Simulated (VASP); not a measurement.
# NaW (Cmmm) in VASP: notebook, part 2 of 2

VASP 6.6.1. The steps go on from the part before.

### 3 Single point, PBE

This run uses another cell than the first one: it holds 2 atoms, not 4.

INCAR

```
SYSTEM = NaW
PREC = Accurate ; ENCUT = 520
EDIFF = 1E-7 ; ISMEAR = 0
SIGMA = 0.1 ; LREAL = .False.
LASPH = .True. ; NELM = 80
ALGO = Fast ; ISIF = 2
LWAVE = .False. ; LCHARG = .True.
GGA = PE ; LELF = .True.
LVHAR = .True. ; NBANDS = 18
```

KPOINTS

```
regular mesh
0
Gamma
  22 22 10
  0 0 0
```

POSCAR

```
NaW
1.0
    1.4801884706     -2.2430028293      0.0000000000
    1.4801884706      2.2430028293      0.0000000000
    0.0000000000      0.0000000000      5.6764957848
Na W
1 1
Direct
    0.0000000000      0.0000000000      0.5000000000
    0.5000000000      0.5000000000      0.0000000000
```

Potentials or basis: VASP PAW PBE potentials, release 64 (Na_pv, W_sv).

On the command line:

```sh
$ cat potpaw_PBE.64/Na_pv/POTCAR potpaw_PBE.64/W_sv/POTCAR > POTCAR
$ mpirun -np 1 vasp_std > vasp.out
```

OUTCAR:

```text
SYSTEM = NaW
   PREC = Accurate
   ENCUT = 520
   EDIFF = 1E-7
   ISMEAR = 0
   LREAL = .False.
   LASPH = .True.
   NELM = 80
   ISIF = 2
   GGA = PE

 ion  position               nearest neighbor table
   1  0.000  0.000  0.500-
   2  0.500  0.500  0.000-

  LATTYP: Found a base centered orthorhombic cell.
 ALAT       =     2.9603769412
 B/A-ratio  =     1.5153494801
 C/A-ratio  =     1.9174908796

  Lattice vectors:

 A1 = (   1.4801884706,  -2.2430028293,   0.0000000000)
 A2 = (   1.4801884706,   2.2430028293,   0.0000000000)
 A3 = (   0.0000000000,   0.0000000000,   5.6764957848)

Analysis of symmetry for initial positions (statically):
=====================================================================
 Subroutine PRICEL returns:
 Original cell was already a primitive cell.

 Routine SETGRP: Setting up the symmetry group for a
 base centered orthorhombic supercell.

 Subroutine GETGRP returns: Found  8 space group operations
 (whereof  8 operations were pure point group operations)
 out of a pool of  8 trial point group operations.

The static configuration has the point symmetry D_2h.

Analysis of symmetry for dynamics (positions and initial velocities):
=====================================================================
 Subroutine PRICEL returns:
 Original cell was already a primitive cell.

 Routine SETGRP: Setting up the symmetry group for a
 base centered orthorhombic supercell.

 Subroutine GETGRP returns: Found  8 space group operations
 (whereof  8 operations were pure point group operations)
 out of a pool of  8 trial point group operations.

The dynamic configuration has the point symmetry D_2h.

 Subroutine INISYM returns: Found  8 space group operations
 (whereof  8 operations are pure point group operations),
 and found     1 'primitive' translations

----------------------------------------------------------------------------------------

                                     Primitive cell

[... 108 lines left out ...]
   IMIX   =      4    mixing-type and parameters
     AMIX     =   0.40;   BMIX     =  1.00
     AMIX_MAG =   1.60;   BMIX_MAG =  1.00
  volume/ion in A,a.u.               =      18.85       127.18
  Fermi-wavevector in a.u.,A,eV,Ry     =   1.347087  2.545625 24.689711  1.814643
  Thomas-Fermi vector in A             =   2.474866
   LORBIT       =      0    0 simple, 1 ext, 2 COOP (PROOUT), +10 PAW based schemes
   GGA     = PE    functional components
   LHFCALC =     F    Hartree Fock is set to
   AEXX    =    0.0000 exact exchange contribution
   IVDW    =     0    specifies the selected vdW correction
   LEPSILON=     F    determine dielectric tensor
   LRPA    =     F    only Hartree local field effects (RPA)
 non-spin polarized calculation
 RMM-DIIS sequential band-by-band and
 Gauss-broadening in eV      SIGMA  =   0.10
  energy-cutoff  :      520.00
  volume of cell :       37.69
 maximum number of plane-waves:      1050
   NGX =  9   NGY =  9   NGZ = 21

 number of electron      20.9999999 magnetization

 Free energy of the ion-electron system (eV)
  ---------------------------------------------------
  ext. energy  EPLUGINS =         0.00000000
  ---------------------------------------------------
  free energy    TOTEN  =       -12.33195729 eV

  energy without entropy =      -12.32454898  energy(sigma->0) =      -12.32825314

 E-fermi :   5.6400     XC(G=0): -10.6081

 val. band max:        5.6387058830   @ k =   0.4545   0.3182   0.3000
 cond. band min:       5.6438908786   @ k =   0.3636   0.2273   0.1000
 fundamental gap:      0.0051849956
 Fermi energy:         5.6399856314

 k-point     1 :       0.0000    0.0000    0.0000
  band No.  band energies     occupation
      1     -68.2143      2.00000
      2     -32.5353      2.00000
      3     -31.8555      2.00000
      4     -31.6065      2.00000
      5     -18.8084      2.00000
      6     -18.7857      2.00000
[... 481 lines left out ...]
      5     -19.1860      2.00000
      6     -18.8089      2.00000
[... 10 lines left out ...]
     17      16.7379      0.00000
     18      17.2047      0.00000

 [... further k-points ...]

------------------------ aborting loop because EDIFF is reached ----------------------------------------

  FORCE on cell =-STRESS in cart. coord.  units (eV):
  Direction    XX          YY          ZZ          XY          YZ          ZX
  --------------------------------------------------------------------------------------
  -------------------------------------------------------------------------------------
  Total        0.0451561      0.0708366      0.0036092      0.0000000      0.0000000      0.0000000
  in kB        1.9194203      3.0110029      0.1534119      0.0000000      0.0000000      0.0000000
  external PRESSURE =       1.6946117 kB  Pullay stress =       0.0000000 kB

 VOLUME and BASIS-vectors are now :
 -----------------------------------------------------------------------------
  energy-cutoff  :      520.00
  volume of cell :       37.69
      direct lattice vectors                 reciprocal lattice vectors
     1.480188471 -2.243002829  0.000000000     0.337794821 -0.222915457  0.000000000
     1.480188471  2.243002829  0.000000000     0.337794821  0.222915457  0.000000000
     0.000000000  0.000000000  5.676495785     0.000000000  0.000000000  0.176165021

 POSITION                                       TOTAL-FORCE (eV/Angst)
 -----------------------------------------------------------------------------------
      0.00000      0.00000      2.83825        -0.000000      0.000000      0.000000
      1.48019      0.00000      0.00000         0.000000      0.000000      0.000000
 -----------------------------------------------------------------------------------
    total drift:                                0.000000      0.000000     -0.000000

  FREE ENERGIE OF THE ION-ELECTRON SYSTEM (eV)
  ---------------------------------------------------
  free  energy   TOTEN  =       -12.3319572942 eV

  energy  without entropy=      -12.3245489820  energy(sigma->0) =      -12.32825314
```

OSZICAR:

```text
N       E                     dE             d eps       ncg     rms          rms(c)
DAV:   1     0.193003817948E+03    0.19300E+03   -0.12556E+04 29234   0.137E+03
DAV:   2    -0.637475258839E+01   -0.19938E+03   -0.19519E+03 31442   0.391E+02
DAV:   3    -0.128839245909E+02   -0.65092E+01   -0.64489E+01 33398   0.743E+01
DAV:   4    -0.129626525304E+02   -0.78728E-01   -0.78668E-01 32918   0.867E+00
DAV:   5    -0.129639791928E+02   -0.13267E-02   -0.13266E-02 32316   0.114E+00    0.151E+01
RMM:   6    -0.124528600782E+02    0.51112E+00   -0.52684E-01 31875   0.507E+00    0.584E+00
RMM:   7    -0.123387929744E+02    0.11407E+00   -0.28663E-01 32934   0.383E+00    0.633E-01
RMM:   8    -0.123327870881E+02    0.60059E-02   -0.13862E-02 36133   0.111E+00    0.268E-01
RMM:   9    -0.123318859521E+02    0.90114E-03   -0.38839E-03 37987   0.594E-01    0.139E-01
RMM:  10    -0.123319474840E+02   -0.61532E-04   -0.58834E-04 42063   0.236E-01    0.203E-02
RMM:  11    -0.123319555890E+02   -0.81051E-05   -0.11178E-04 42225   0.951E-02    0.103E-02
RMM:  12    -0.123319570292E+02   -0.14402E-05   -0.23774E-05 42277   0.452E-02    0.325E-03
RMM:  13    -0.123319572256E+02   -0.19634E-06   -0.47516E-06 41348   0.189E-02    0.376E-03
RMM:  14    -0.123319572467E+02   -0.21082E-07   -0.10483E-06 35106   0.939E-03    0.694E-04
RMM:  15    -0.123319572942E+02   -0.47491E-07   -0.28237E-07 28947   0.447E-03
   1 F= -.12331957E+02 E0= -.12328253E+02  d E =-.740831E-02
```

Run time: 4.1 min. Hardware: 1 thread of AMD EPYC 9R45 (Zen 5), shared host; peak memory 0.53 GiB.

Results:

```
Free energy            : -12.3320 eV
Pressure               : 0.2 GPa
Band gap on the k mesh : zero (an odd number of electrons rules out a gap without spin polarisation)
```

Caveat: spin-orbit coupling is left out, which moves the levels of the heavy elements.
